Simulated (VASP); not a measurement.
# CdTe (rocksalt type) (Fm-3m) in VASP: a series of runs, part 2 of 2

VASP 6.6.1. The steps go on from the part before.

## 4. Single point, r2SCAN (volume scaled by 0.45)

POSCAR reads:

```
CdTe
1.0
    0.0000000000      2.3307963712      2.3307963712
    2.3307963712      0.0000000000      2.3307963712
    2.3307963712      2.3307963712      0.0000000000
Cd Te
1 1
Direct
    0.0000000000      0.0000000000      0.0000000000
    0.5000000000      0.5000000000      0.5000000000
```

INCAR.step1 reads:

```
SYSTEM = CdTe
ALGO = Normal
EDIFF = 1E-4
ENCUT = 520
GGA = PE
ISMEAR = -1
LASPH = .True.
LCHARG = .False.
LREAL = .False.
LWAVE = .True.
NBANDS = 16
NELM = 100
PREC = Accurate
SIGMA = 0.08
```

INCAR.step2 reads:

```
SYSTEM = CdTe
ALGO = Normal
EDIFF = 1E-7
ENCUT = 520
ISIF = 2
ISMEAR = -1
ISTART = 1
LASPH = .True.
LCHARG = .False.
LMIXTAU = .True.
LREAL = .False.
LWAVE = .False.
METAGGA = R2SCAN
NBANDS = 16
NELM = 100
PREC = Accurate
SIGMA = 0.08
```

KPOINTS reads:

```
k-points
0
Gamma
  13 13 13
  0 0 0
```

Potentials or basis: VASP PAW PBE potentials, release 64 (Cd, Te).

Started as:

```
> cat potpaw_PBE.64/Cd/POTCAR potpaw_PBE.64/Te/POTCAR > POTCAR
> cp INCAR.step1 INCAR
> mpirun -np 1 vasp_std > vasp.out
> cp INCAR.step2 INCAR
> mpirun -np 1 vasp_std > vasp.out
```

OUTCAR:

```text
SYSTEM = CdTe
   EDIFF = 1E-7
   ENCUT = 520
   ISIF = 2
   ISMEAR = -1
   ISTART = 1
   LASPH = .True.
   LREAL = .False.
   METAGGA = R2SCAN
   NELM = 100
   PREC = Accurate

 ion  position               nearest neighbor table
   1  0.000  0.000  0.000-   2 2.33   2 2.33   2 2.33   2 2.33   2 2.33   2 2.33
   2  0.500  0.500  0.500-   1 2.33   1 2.33   1 2.33   1 2.33   1 2.33   1 2.33

  LATTYP: Found a face centered cubic cell.
 ALAT       =     4.6615927424

  Lattice vectors:

 A1 = (   0.0000000000,   2.3307963712,   2.3307963712)
 A2 = (   2.3307963712,   0.0000000000,   2.3307963712)
 A3 = (   2.3307963712,   2.3307963712,   0.0000000000)

Analysis of symmetry for initial positions (statically):
=====================================================================
 Subroutine PRICEL returns:
 Original cell was already a primitive cell.

 Routine SETGRP: Setting up the symmetry group for a
 face centered cubic supercell.

 Subroutine GETGRP returns: Found 48 space group operations
 (whereof 48 operations were pure point group operations)
 out of a pool of 48 trial point group operations.

The static configuration has the point symmetry O_h .

Analysis of symmetry for dynamics (positions and initial velocities):
=====================================================================
 Subroutine PRICEL returns:
 Original cell was already a primitive cell.

 Routine SETGRP: Setting up the symmetry group for a
 face centered cubic supercell.

 Subroutine GETGRP returns: Found 48 space group operations
 (whereof 48 operations were pure point group operations)
 out of a pool of 48 trial point group operations.

The dynamic configuration has the point symmetry O_h .

 Subroutine INISYM returns: Found 48 space group operations
 (whereof 48 operations are pure point group operations),
 and found     1 'primitive' translations

----------------------------------------------------------------------------------------

                                     Primitive cell

[... 111 lines left out ...]
  volume/ion in A,a.u.               =      12.66        85.45
  Fermi-wavevector in a.u.,A,eV,Ry     =   1.461004  2.760897 29.042071  2.134532
  Thomas-Fermi vector in A             =   2.577387
   LORBIT       =      0    0 simple, 1 ext, 2 COOP (PROOUT), +10 PAW based schemes
   METAGGA = R2SCAN    functional components
   LHFCALC =     F    Hartree Fock is set to
   AEXX    =    0.0000 exact exchange contribution
   IVDW    =     0    specifies the selected vdW correction
   LEPSILON=     F    determine dielectric tensor
   LRPA    =     F    only Hartree local field effects (RPA)
 non-spin polarized calculation
  energy-cutoff  :      520.00
  volume of cell :       25.32
 maximum number of plane-waves:       701
 NGX is ok and might be reduce to    28
   NGX = 13   NGY = 13   NGZ = 13

 number of electron      18.0000003 magnetization

 Free energy of the ion-electron system (eV)
  ---------------------------------------------------
  ext. energy  EPLUGINS =         0.00000000
  ---------------------------------------------------
  free energy    TOTEN  =       -33.13760356 eV

  energy without entropy =      -33.13140519  energy(sigma->0) =      -33.13450437

 E-fermi :  17.4336     XC(G=0): -14.9925

 val. band max:       17.4208031838   @ k =   0.3846   0.0000   0.0000
 cond. band min:      17.4435057670   @ k =  -0.4615   0.3846   0.0000
 fundamental gap:      0.0227025832
 Fermi energy:        17.4335696720

 k-point     1 :       0.0000    0.0000    0.0000
  band No.  band energies     occupation
      1      -4.4659      2.00000
      2       3.1059      2.00000
      3       3.1059      2.00000
      4       3.1059      2.00000
      5       3.2188      2.00000
      6       3.2188      2.00000
[... 433 lines left out ...]
      3       2.2972      2.00000
      4       2.4812      2.00000
      5       3.8115      2.00000
      6       3.8893      2.00000
[... 8 lines left out ...]
     15      31.6146      0.00000
     16      32.8056      0.00000

 [... further k-points ...]

------------------------ aborting loop because EDIFF is reached ----------------------------------------

  FORCE on cell =-STRESS in cart. coord.  units (eV):
  Direction    XX          YY          ZZ          XY          YZ          ZX
  --------------------------------------------------------------------------------------
  -------------------------------------------------------------------------------------
  Total       46.1620687     46.1620687     46.1620687      0.0000000      0.0000000     -0.0000000
  in kB     2920.4706749   2920.4706749   2920.4706749      0.0000000      0.0000000     -0.0000000
  external PRESSURE =    2920.4706749 kB  Pullay stress =       0.0000000 kB

 VOLUME and BASIS-vectors are now :
 -----------------------------------------------------------------------------
  energy-cutoff  :      520.00
  volume of cell :       25.32
      direct lattice vectors                 reciprocal lattice vectors
     0.000000000  2.330796371  2.330796371    -0.214518954  0.214518954  0.214518954
     2.330796371  0.000000000  2.330796371     0.214518954 -0.214518954  0.214518954
     2.330796371  2.330796371  0.000000000     0.214518954  0.214518954 -0.214518954

 POSITION                                       TOTAL-FORCE (eV/Angst)
 -----------------------------------------------------------------------------------
      0.00000      0.00000      0.00000        -0.000000     -0.000000     -0.000000
      2.33080      2.33080      2.33080         0.000000      0.000000      0.000000
 -----------------------------------------------------------------------------------
    total drift:                               -0.000000      0.000000      0.000000

  FREE ENERGIE OF THE ION-ELECTRON SYSTEM (eV)
  ---------------------------------------------------
  free  energy   TOTEN  =       -33.1376035612 eV

  energy  without entropy=      -33.1314051882  energy(sigma->0) =      -33.13450437
```

Run time: 1.7 min. Hardware: 1 thread of AMD EPYC 9R45 (Zen 5), shared host; peak memory 0.16 GiB.

Results:

```yaml
Free_energy: -33.1376 eV
Pressure: 292.0 GPa
Band_gap_on_the_k_mesh: zero (band 9 reaches 17.94 eV, above the bottom of band 10 at 16.12 eV)
```

Caveat: the PAW data sets were made with another functional, which shifts forces and pressure a little; spin-orbit coupling is left out, which moves the levels of the heavy elements.

## 5. Single point, r2SCAN (volume scaled by 0.55)

POSCAR reads:

```
CdTe
1.0
    0.0000000000      2.4920364590      2.4920364590
    2.4920364590      0.0000000000      2.4920364590
    2.4920364590      2.4920364590      0.0000000000
Cd Te
1 1
Direct
    0.0000000000      0.0000000000      0.0000000000
    0.5000000000      0.5000000000      0.5000000000
```

INCAR.step1 reads:

```
SYSTEM = CdTe
  PREC = Accurate
  ENCUT = 520
  ISMEAR = -1
  SIGMA = 0.08
  LREAL = .FALSE.
  LASPH = .TRUE.
  NELM = 100
  NBANDS = 16
  GGA = PE
  ALGO = Normal
  EDIFF = 1E-4
  LWAVE = .TRUE.
  LCHARG = .FALSE.
```

INCAR.step2 reads:

```
SYSTEM = CdTe
  PREC = Accurate
  ENCUT = 520
  EDIFF = 1E-7
  ISMEAR = -1
  SIGMA = 0.08
  LREAL = .FALSE.
  LASPH = .TRUE.
  NELM = 100
  ALGO = Normal
  ISIF = 2
  LWAVE = .FALSE.
  LCHARG = .FALSE.
  METAGGA = R2SCAN
  LMIXTAU = .TRUE.
  NBANDS = 16
  ISTART = 1
```

KPOINTS reads:

```
regular mesh
0
G
  13 13 13
  0 0 0
```

Started as:

```
> cat potpaw_PBE.64/Cd/POTCAR potpaw_PBE.64/Te/POTCAR > POTCAR
> cp INCAR.step1 INCAR
> mpirun -np 1 vasp_std > vasp.out
> cp INCAR.step2 INCAR
> mpirun -np 1 vasp_std > vasp.out
```

Wall time 90 s (1 thread of AMD EPYC 9R45 (Zen 5), shared host); peak memory 0.16 GiB.

It converged, with:

```
Free energy            : -40.2559 eV
Pressure               : 135.4 GPa
Band gap on the k mesh : zero (band 9 reaches 13.19 eV, above the bottom of band 10 at 11.38 eV)
```

Levels at points of the mesh, in eV from the Fermi level:
| k point | band 6 | band 7 | band 8 | band 9 | band 10 | band 11 | band 12 | band 13 |
| --- | --- | --- | --- | --- | --- | --- | --- | --- |
| (0.00, 0.00, 0.00) | -11.94 | -1.58 | -1.58 | -1.58 | 6.01 | 6.40 | 7.44 | 7.44 |

Caveat: the PAW data sets were made with another functional, which shifts forces and pressure a little; spin-orbit coupling is left out, which moves the levels of the heavy elements.

## 6. Single point, r2SCAN (volume scaled by 0.65)

POSCAR reads:

```
CdTe
1.0
    0.0000000000      2.6347411085      2.6347411085
    2.6347411085      0.0000000000      2.6347411085
    2.6347411085      2.6347411085      0.0000000000
Cd Te
1 1
Direct
    0.0000000000      0.0000000000      0.0000000000
    0.5000000000      0.5000000000      0.5000000000
```

INCAR.step1 reads:

```
SYSTEM = CdTe
ALGO = Normal ; EDIFF = 1E-4
ENCUT = 520 ; GGA = PE
ISMEAR = -1 ; LASPH = .True.
LCHARG = .False. ; LREAL = .False.
LWAVE = .True. ; NBANDS = 16
NELM = 100 ; PREC = Accurate
SIGMA = 0.08
```

INCAR.step2 reads:

```
SYSTEM = CdTe
ALGO = Normal ; EDIFF = 1E-6
ENCUT = 520 ; ISIF = 2
ISMEAR = -1 ; ISTART = 1
LASPH = .True. ; LCHARG = .False.
LMIXTAU = .True. ; LREAL = .False.
LWAVE = .False. ; METAGGA = R2SCAN
NBANDS = 16 ; NELM = 100
PREC = Accurate ; SIGMA = 0.08
```

KPOINTS reads:

```
k-points
0
Gamma
  13 13 13
  0 0 0
```

Potentials or basis: VASP PAW PBE potentials, release 64 (Cd, Te).

Started as:

```
> cat potpaw_PBE.64/Cd/POTCAR potpaw_PBE.64/Te/POTCAR > POTCAR
> cp INCAR.step1 INCAR
> mpirun -np 1 vasp_std > vasp.out
> cp INCAR.step2 INCAR
> mpirun -np 1 vasp_std > vasp.out
```

Run time: 83 s. Hardware: 1 thread of AMD EPYC 9R45 (Zen 5), shared host; peak memory 0.17 GiB.

Results (log left out):

| Property | Result |
| --- | --- |
| Free energy | -43.6315 eV |
| Pressure | 65.5 GPa |
| Band gap on the k mesh | zero (band 9 reaches 9.93 eV, above the bottom of band 10 at 8.33 eV) |

Levels at points of the mesh, in eV from the Fermi level:
```tsv
k point	band 7	band 8	band 9	band 10	band 11	band 12
(0.00, 0.00, 0.00)	-1.22	-1.22	-1.22	4.15	7.50	7.50
```

Caveat: the PAW data sets were made with another functional, which shifts forces and pressure a little; spin-orbit coupling is left out, which moves the levels of the heavy elements.

## 7. The runs side by side

| cell | gap on the mesh (eV) | pressure (GPa) |
| --- | --- | --- |
| a = 3.169 Å, angles 60.0°, 2 atoms | none | 443.0 |
| a = 3.296 Å, angles 60.0°, 2 atoms | none | 292.0 |
| a = 3.524 Å, angles 60.0°, 2 atoms | none | 135.4 |
| a = 3.726 Å, angles 60.0°, 2 atoms | none | 65.5 |

Alike in all rows: task single point; level r2SCAN; potentials or basis VASP PAW PBE potentials, release 64 (Cd, Te); no spin polarisation; k mesh 13 × 13 × 13; cutoff (eV) 520; smearing fermi-dirac 0.08 eV.

Caveats: the PAW data sets were made with another functional, which shifts forces and pressure a little; spin-orbit coupling is left out, which moves the levels of the heavy elements.

Absolute energies hang on the potentials; compare differences alone.
